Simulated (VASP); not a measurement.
**Hf4C: relaxation of shape and atoms at fixed volume with PBE**

Hf4C:

```xyz
5
Lattice="3.1157 0.0000 0.0000 -1.5579 2.6983 0.0000 0.0000 0.0000 9.9085" Properties=species:S:1:pos:R:3 pbc="T T T"
Hf    1.5579    0.8994    8.6330
Hf    0.0000    1.7989    1.2755
Hf    1.5579    0.8994    3.7807
Hf    0.0000    1.7989    6.1277
C     0.0000    0.0000    0.0000
```

```yaml
Program: VASP 6.6.1
Task: relaxation of shape and atoms at fixed volume
Functional: PBE
Potentials_or_basis: VASP PAW PBE potentials, release 64 (Hf_pv, C)
Cutoff: 600 eV
k_mesh: 12 × 12 × 4
Occupations: gaussian, width 0.1 eV
Spin: no spin polarisation
Dipole_correction: no
Further_INCAR_settings: ALGO = Normal; EDIFF = 1e-07; IBRION = 2; EDIFFG = -0.01; NSW = 50; ISIF = 4
```

The energy gained by relaxing is 0.8 meV/atom and the ionic steps are 8. The pressure after relaxing is 19.5 GPa and the band gap on the k mesh is zero (bands 22 and 23 overlap by 1.76 eV).

Forces in eV/Å, atoms in the order of the input:
```
Hf   0.000  0.000  0.001
Hf   0.000  0.000 -0.001
Hf   0.000  0.000  0.002
Hf   0.000  0.000 -0.002
C    0.000  0.000  0.000
```

The path:
```tsv
step	energy change (eV)	largest force (eV/Å)	pressure (GPa)	volume (Å³)
1	0.0000	0.3176	20.06	83.30
2	-0.0037	0.0666	19.41	83.30
3	-0.0040	0.0205	19.53	83.30
4	-0.0042	0.0127	19.50	83.30
5	-0.0042	0.0118	19.50	83.30
6	-0.0042	0.0109	19.49	83.30
7	-0.0042	0.0116	19.50	83.30
8	-0.0042	0.0021	19.50	83.30
```

Final structure:
```cif
data_structure
_symmetry_space_group_name_H-M 'P 1'
_symmetry_Int_Tables_number 1
_cell_length_a 3.1170
_cell_length_b 3.1170
_cell_length_c 9.9003
_cell_angle_alpha 90.000
_cell_angle_beta 90.000
_cell_angle_gamma 120.000
_cell_volume 83.30
loop_
_atom_site_label
_atom_site_type_symbol
_atom_site_fract_x
_atom_site_fract_y
_atom_site_fract_z
_atom_site_occupancy
Hf1 Hf 0.66667 0.33333 0.86991 1
Hf2 Hf 0.33333 0.66667 0.13009 1
Hf3 Hf 0.66667 0.33333 0.38176 1
Hf4 Hf 0.33333 0.66667 0.61824 1
C1 C 0.00000 0.00000 0.00000 1
```

Levels at points of the mesh, in eV from the Fermi level:
```
           k point  band 19  band 20  band 21  band 22  band 23  band 24  band 25  band 26
(0.00, 0.00, 0.00)    -1.49    -0.43     0.76     1.18     1.18     1.19     1.19     1.69
(0.50, 0.00, 0.00)    -2.45    -1.14    -0.95    -0.60     0.88     1.01     1.53     1.59
(0.00, 0.00, 0.50)    -1.87     0.22     0.83     1.07     1.07     1.24     1.53     1.53
(0.50, 0.00, 0.50)    -2.00    -1.79    -1.11    -0.76     0.87     1.28     1.34     1.83
```

Wall time 6.1 min on 1 thread of Intel(R) Xeon(R) 6975P-C (Granite Rapids), with other jobs on the host, peak memory 0.34 GiB.

Caveat: spin-orbit coupling is left out, which moves the levels of the heavy elements.
